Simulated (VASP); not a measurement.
# LiCl (Fm-3m) in VASP: a series of runs

The runs below take LiCl through relaxation of cell and atoms, single point, with LDA, r2SCAN, HSE06.

Everything below comes from runs of VASP 6.6.1. Logs are shortened: lines on timing, memory, paths and dates and some standing lists are left out, and cuts for length are marked.

## Step 1: The cell of the first run

The structure is cubic, space group Fm-3m (No. 225). Conventional cell: a = 5.149 Å, b = 5.149 Å, c = 5.149 Å, α = 90.00°, β = 90.00°, γ = 90.00°. Li (site symmetry m-3m) has 6 Cl at 2.57 Å within 3.4 Å. Within 3.4 Å of Cl (site symmetry m-3m) lie 6 Li at 2.57 Å.

## Step 2: Relaxation of cell and atoms, LDA

The input, INCAR:

```
SYSTEM = LiCl
  ALGO = Normal
  EDIFF = 1E-7
  EDIFFG = -0.005
  ENCUT = 600
  GGA = CA
  IBRION = 2
  ISIF = 3
  ISMEAR = -1
  LASPH = .TRUE.
  LCHARG = .FALSE.
  LREAL = .FALSE.
  LWAVE = .FALSE.
  NELM = 80
  NSW = 80
  PREC = Accurate
  SIGMA = 0.02
```

The input, KPOINTS:

```
k-points
0
G
  8 8 8
  0 0 0
```

The input, POSCAR:

```
LiCl
1.0
    0.0000000000      2.5745971564      2.5745971564
    2.5745971564      0.0000000000      2.5745971564
    2.5745971564      2.5745971564      0.0000000000
Li Cl
1 1
Direct
    0.0000000000      0.0000000000      0.0000000000
    0.5000000000      0.5000000000      0.5000000000
```

Potentials or basis: VASP PAW LDA potentials, release 64 (Li_sv, Cl).

The run is started by

```bash
cat potpaw_LDA.64/Li_sv/POTCAR potpaw_LDA.64/Cl/POTCAR > POTCAR
mpirun -np 1 vasp_std > vasp.out
```

OUTCAR:

```text
SYSTEM = LiCl
   EDIFF = 1E-7
   EDIFFG = -0.005
   ENCUT = 600
   GGA = CA
   IBRION = 2
   ISIF = 3
   ISMEAR = -1
   LASPH = .TRUE.
   LREAL = .FALSE.
   NELM = 80
   NSW = 80
   PREC = Accurate

 ion  position               nearest neighbor table
   1  0.000  0.000  0.000-   2 2.57   2 2.57   2 2.57   2 2.57   2 2.57   2 2.57
   2  0.500  0.500  0.500-   1 2.57   1 2.57   1 2.57   1 2.57   1 2.57   1 2.57

  LATTYP: Found a face centered cubic cell.
 ALAT       =     5.1491943128

  Lattice vectors:

 A1 = (   0.0000000000,   2.5745971564,   2.5745971564)
 A2 = (   2.5745971564,   0.0000000000,   2.5745971564)
 A3 = (   2.5745971564,   2.5745971564,   0.0000000000)

Analysis of symmetry for initial positions (statically):
=====================================================================
 Subroutine PRICEL returns:
 Original cell was already a primitive cell.

 Routine SETGRP: Setting up the symmetry group for a
 face centered cubic supercell.

 Subroutine GETGRP returns: Found 48 space group operations
 (whereof 48 operations were pure point group operations)
 out of a pool of 48 trial point group operations.

The static configuration has the point symmetry O_h .

Analysis of symmetry for dynamics (positions and initial velocities):
=====================================================================
 Subroutine PRICEL returns:
 Original cell was already a primitive cell.

 Routine SETGRP: Setting up the symmetry group for a
 face centered cubic supercell.

 Subroutine GETGRP returns: Found 48 space group operations
 (whereof 48 operations were pure point group operations)
 out of a pool of 48 trial point group operations.

The dynamic configuration has the point symmetry O_h .

 Subroutine INISYM returns: Found 48 space group operations
 (whereof 48 operations are pure point group operations),
 and found     1 'primitive' translations

----------------------------------------------------------------------------------------

                                     Primitive cell

  volume of cell :      34.1317

  direct lattice vectors                    reciprocal lattice vectors
     0.000000000  2.574597156  2.574597156    -0.194205140  0.194205140  0.194205140
     2.574597156  0.000000000  2.574597156     0.194205140 -0.194205140  0.194205140
     2.574597156  2.574597156  0.000000000     0.194205140  0.194205140 -0.194205140

  length of vectors
     3.641030216  3.641030216  3.641030216     0.336373169  0.336373169  0.336373169

  position of ions in fractional coordinates (direct lattice)
     0.000000000  0.000000000  0.000000000
     0.500000000  0.500000000  0.500000000

  ion indices of the primitive-cell ions
   primitive index   ion index
                 1           1
                 2           2

----------------------------------------------------------------------------------------

 KPOINTS: k-points

Automatic generation of k-mesh.
 Grid dimensions read from file:
 generate k-points for:    8    8    8

 Generating k-lattice:

  Cartesian coordinates                     Fractional coordinates (reciprocal lattice)
    -0.024275642  0.024275642  0.024275642     0.125000000  0.000000000  0.000000000
     0.024275642 -0.024275642  0.024275642     0.000000000  0.125000000  0.000000000
     0.024275642  0.024275642 -0.024275642     0.000000000  0.000000000  0.125000000

  Length of vectors
     0.042046646  0.042046646  0.042046646

  Shift w.r.t. Gamma in fractional coordinates (k-lattice)
     0.000000000  0.000000000  0.000000000

 Subroutine IBZKPT returns following result:
 ===========================================

 Found     29 irreducible k-points:

 Following reciprocal coordinates:
            Coordinates               Weight
  0.000000  0.000000  0.000000      1.000000
  0.125000  0.000000  0.000000      8.000000
  0.250000  0.000000  0.000000      8.000000
  0.375000  0.000000  0.000000      8.000000
  0.500000  0.000000  0.000000      4.000000
  0.125000  0.125000  0.000000      6.000000
[... 16 lines left out ...]
  0.500000  0.250000  0.125000     48.000000
 -0.375000  0.250000  0.125000     24.000000
 [... further k-points ...]
   k-points           NKPTS =     29   k-points in BZ     NKDIM =     29   number of bands    NBANDS=      9
   number of dos      NEDOS =    301   number of ions     NIONS =      2
   total plane-waves  NPLWV =  27000
   dimension x,y,z NGX =    30 NGY =   30 NGZ =   30
   dimension x,y,z NGXF=    60 NGYF=   60 NGZF=   60
   ions per type =               1   1
   NGX,Y,Z   is equivalent  to a cutoff of  13.70, 13.70, 13.70 a.u.
   NGXF,Y,Z  is equivalent  to a cutoff of  27.40, 27.40, 27.40 a.u.
 SYSTEM =  LiCl
   PREC   = accura    normal or accurate (medium, high low for compatibility)
   ISTART =      0    job   : 0-new  1-cont  2-samecut
   ICHARG =      2    charge: 1-file 2-atom 10-const
   ISPIN  =      1    spin polarized calculation?
   LNONCOLLINEAR =      F non collinear calculations
   LSORBIT =      F    spin-orbit coupling
   LASPH  =      T    aspherical Exc in radial PAW
   ENCUT  =  600.0 eV  44.10 Ry    6.64 a.u.   7.27  7.27  7.27*2*pi/ulx,y,z
   NELM   =     80;   NELMIN=  2; NELMDL= -5     # of ELM steps
   EDIFF  = 0.1E-06   stopping-criterion for ELM
   LREAL  =      F    real-space projection
   EDIFFG = -.5E-02   stopping-criterion for IOM
   NSW    =     80    number of steps for IOM
   IBRION =      2    ionic relax: 0-MD 1-quasi-New 2-CG
   NFREE  =      1    steps in history (QN), initial steepest desc. (CG)
   ISIF   =      3    stress and relaxation
   ISYM   =      2    0-nonsym 1-usesym 2-fastsym
   POTIM  = 0.5000    time-step for ionic-motion
   TEBEG  =    0.0;   TEEND  =   0.0 temperature during run
   PSTRESS=    0.0 pullay stress
   NELECT =      10.0000    total number of electrons
   NUPDOWN=      -1.0000    fix difference up-down
   EMIN   =  10.00;   EMAX   =-10.00  energy-range for DOS
   EFERMI =   0.00;   METHOD = LEGACY
   ISMEAR =    -1;   SIGMA  =   0.02  broadening in eV -4-tet -1-fermi 0-gaus
   EFERMI_NEDOS =   21; number of points for ismear=-14 and -15
   IALGO  =     38    algorithm
   IMIX   =      4    mixing-type and parameters
     AMIX     =   0.40;   BMIX     =  1.00
     AMIX_MAG =   1.60;   BMIX_MAG =  1.00
  volume/ion in A,a.u.               =      17.07       115.17
  Fermi-wavevector in a.u.,A,eV,Ry     =   1.087315  2.054728 16.085553  1.182255
  Thomas-Fermi vector in A             =   2.223472
   LORBIT       =      0    0 simple, 1 ext, 2 COOP (PROOUT), +10 PAW based schemes
   GGA     = CA    functional components
   LHFCALC =     F    Hartree Fock is set to
   AEXX    =    0.0000 exact exchange contribution
   IVDW    =     0    specifies the selected vdW correction
   LEPSILON=     F    determine dielectric tensor
   LRPA    =     F    only Hartree local field effects (RPA)
 conjugate gradient relaxation of ions
 non-spin polarized calculation
  energy-cutoff  :      600.00
  volume of cell :       34.13
 maximum number of plane-waves:      1158
 NGX is ok and might be reduce to    30
   NGX = 15   NGY = 15   NGZ = 15

--------------------------------------- Ionic step        1  -------------------------------------------

 number of electron      10.0000007 magnetization

 Free energy of the ion-electron system (eV)
  ---------------------------------------------------
  ext. energy  EPLUGINS =         0.00000000
  ---------------------------------------------------
  free energy    TOTEN  =        -8.05338014 eV

  energy without entropy =       -8.05338014  energy(sigma->0) =       -8.05338014

------------------------ aborting loop because EDIFF is reached ----------------------------------------

  FORCE on cell =-STRESS in cart. coord.  units (eV):
  Direction    XX          YY          ZZ          XY          YZ          ZX
  --------------------------------------------------------------------------------------
  -------------------------------------------------------------------------------------
  Total       -0.7656846     -0.7656846     -0.7656846     -0.0000000     -0.0000000      0.0000000
  in kB      -35.9420312    -35.9420312    -35.9420312     -0.0000000     -0.0000000      0.0000000
  external PRESSURE =     -35.9420312 kB  Pullay stress =       0.0000000 kB
[... 93 lines left out ...]
  energy  without entropy=       -8.0980401673  energy(sigma->0) =       -8.09804017

--------------------------------------- Ionic step        4  -------------------------------------------

 number of electron       9.9999998 magnetization

 Free energy of the ion-electron system (eV)
  ---------------------------------------------------
  ext. energy  EPLUGINS =         0.00000000
  ---------------------------------------------------
  free energy    TOTEN  =        -8.09816308 eV

  energy without entropy =       -8.09816308  energy(sigma->0) =       -8.09816308

 E-fermi :   1.7479     XC(G=0):  -9.5990

 val. band max:        1.2715385434   @ k =   0.0000   0.0000   0.0000
 cond. band min:       7.7876787618   @ k =   0.5000   0.0000   0.0000
 fundamental gap:      6.5161402184
 Fermi energy:         1.7479276975

 k-point     1 :       0.0000    0.0000    0.0000
  band No.  band energies     occupation
      1     -41.0617      2.00000
      2     -12.4424      2.00000
      3       1.2715      2.00000
      4       1.2715      2.00000
      5       1.2715      2.00000
      6       7.9025      0.00000
      7      13.0867      0.00000
      8      13.0867      0.00000
      9      13.0867      0.00000
[... 265 lines left out ...]
 k-point    24 :      -0.3750    0.2500    0.1250
  band No.  band energies     occupation
      1     -41.0554      2.00000
      2     -11.5505      2.00000
      3      -1.7676      2.00000
      4      -0.3338      2.00000
      5       0.5643      2.00000
      6       9.3815      0.00000
      7      10.4855      0.00000
      8      11.7651      0.00000
      9      13.4395      0.00000

 [... further k-points ...]

------------------------ aborting loop because EDIFF is reached ----------------------------------------

  FORCE on cell =-STRESS in cart. coord.  units (eV):
  Direction    XX          YY          ZZ          XY          YZ          ZX
  --------------------------------------------------------------------------------------
  -------------------------------------------------------------------------------------
  Total        0.0038479      0.0038479      0.0038479     -0.0000000     -0.0000000     -0.0000000
  in kB        0.2020997      0.2020997      0.2020997     -0.0000000     -0.0000000     -0.0000000
  external PRESSURE =       0.2020997 kB  Pullay stress =       0.0000000 kB
[... 17 lines left out ...]
  FREE ENERGIE OF THE ION-ELECTRON SYSTEM (eV)
  ---------------------------------------------------
  free  energy   TOTEN  =        -8.0981630837 eV

  energy  without entropy=       -8.0981630837  energy(sigma->0) =       -8.09816308

 reached required accuracy - stopping structural energy minimisation
```

Run time: 51 s. Hardware: 1 thread of Intel Xeon 8259CL, shared host; peak memory 0.14 GiB.

Results:

```yaml
Free_energy: -8.0982 eV
Relaxed_volume: 15.25 Å³/atom
Relaxed_cell: a = 3.507 Å, b = 3.507 Å, c = 3.507 Å, α = 60.00°, β = 60.00°, γ = 60.00°
Space_group_after_relaxing_to_0.1_Å: Fm-3m (No. 225)
Energy_gained_by_relaxing: 22.4 meV/atom
Ionic_steps: 4
Pressure_after_relaxing: 0.0 GPa
Band_gap_on_the_k_mesh: 6.52 eV (least direct gap 6.63 eV)
```

Step by step:
```tsv
step	energy change (eV)	largest force (eV/Å)	pressure (GPa)	volume (Å³)
1	0.0000	0.0000	-3.59	34.13
2	-0.0331	0.0000	-2.03	32.28
3	-0.0447	0.0000	-0.23	30.69
4	-0.0448	0.0000	0.02	30.51
```

Final structure:
```
Li Cl
1.0
     0.00000    2.47997    2.47997
     2.47997    0.00000    2.47997
     2.47997    2.47997    0.00000
Li Cl
1 1
Cartesian
  2.4800 2.4800 4.9599
  2.4800 2.4800 2.4800
```

Caveat: the cutoff is under 1.25 times the usual one of these potentials, so pressure, stress and relaxed cells hold a basis-set (Pulay) error.

## Step 3: Relaxation of cell and atoms, r2SCAN

POSCAR is that of step 2.

The input, INCAR.step1:

```
ALGO = Normal
EDIFF = 1E-4
ENCUT = 600
GGA = PE
ISMEAR = -1
LASPH = True
LCHARG = False
LREAL = False
LWAVE = True
NELM = 100
PREC = Accurate
SIGMA = 0.02
```

The input, INCAR.step2:

```
ALGO = Normal
EDIFF = 1E-6
EDIFFG = -0.005
ENCUT = 600
IBRION = 2
ISIF = 3
ISMEAR = -1
ISTART = 1
LASPH = True
LCHARG = False
LMIXTAU = True
LREAL = False
LWAVE = False
METAGGA = R2SCAN
NELM = 100
NSW = 80
PREC = Accurate
SIGMA = 0.02
```

The input, KPOINTS:

```
k-points
0
Gamma
  8 8 8
```

Potentials or basis: VASP PAW PBE potentials, release 64 (Li_sv, Cl).

The run is started by

```bash
cat potpaw_PBE.64/Li_sv/POTCAR potpaw_PBE.64/Cl/POTCAR > POTCAR
cp INCAR.step1 INCAR
mpirun -np 1 vasp_std > vasp.out
cp INCAR.step2 INCAR
mpirun -np 1 vasp_std > vasp.out
```

Wall time 4.7 min (1 thread of Intel Xeon 8259CL, shared host); peak memory 0.17 GiB.

It converged, with:

```
Free energy                           : -12.5911 eV
Relaxed volume                        : 16.46 Å³/atom
Relaxed cell                          : a = 3.597 Å, b = 3.597 Å, c = 3.597 Å, α = 60.00°, β = 60.00°, γ = 60.00°
Space group after relaxing (to 0.1 Å) : Fm-3m (No. 225)
Energy gained by relaxing             : 2.7 meV/atom
Ionic steps                           : 5
Pressure after relaxing               : 0.0 GPa
Band gap on the k mesh                : 7.46 eV
```

The path:
| step | energy change (eV) | largest force (eV/Å) | pressure (GPa) | volume (Å³) |
| --- | --- | --- | --- | --- |
| 1 | 0.0000 | 0.0000 | -1.17 | 34.13 |
| 2 | -0.0039 | 0.0000 | -0.66 | 33.52 |
| 3 | -0.0050 | 0.0000 | -0.36 | 33.23 |
| 4 | -0.0054 | 0.0000 | 0.30 | 32.66 |
| 5 | -0.0055 | 0.0000 | 0.00 | 32.91 |

Final structure:
```xyz
2
Lattice="0.0000 2.5436 2.5436 2.5436 0.0000 2.5436 2.5436 2.5436 0.0000" Properties=species:S:1:pos:R:3 pbc="T T T"
Li    0.0000    0.0000    0.0000
Cl    2.5436    2.5436    2.5436
```

Levels at points of the mesh, in eV from the valence-band top:
```
           k point  band 1  band 2  band 3  band 4  band 5  band 6  band 7  band 8  band 9
(0.00, 0.00, 0.00)  -44.78  -14.07    0.00    0.00    0.00    7.46   12.68   12.68   12.68
(0.50, 0.00, 0.00)  -44.77  -13.46   -2.94   -0.29   -0.29    7.56   10.32   10.32   14.49
(0.50, 0.50, 0.00)  -44.77  -13.19   -3.05   -1.17   -1.17    8.83    8.89   13.80   15.62
```

Caveat: the cutoff is under 1.25 times the usual one of these potentials, so pressure, stress and relaxed cells hold a basis-set (Pulay) error; the PAW data sets were made with another functional, which shifts forces and pressure a little. A k mesh can miss the band edges.

(Part 1 of 2 ends here.)
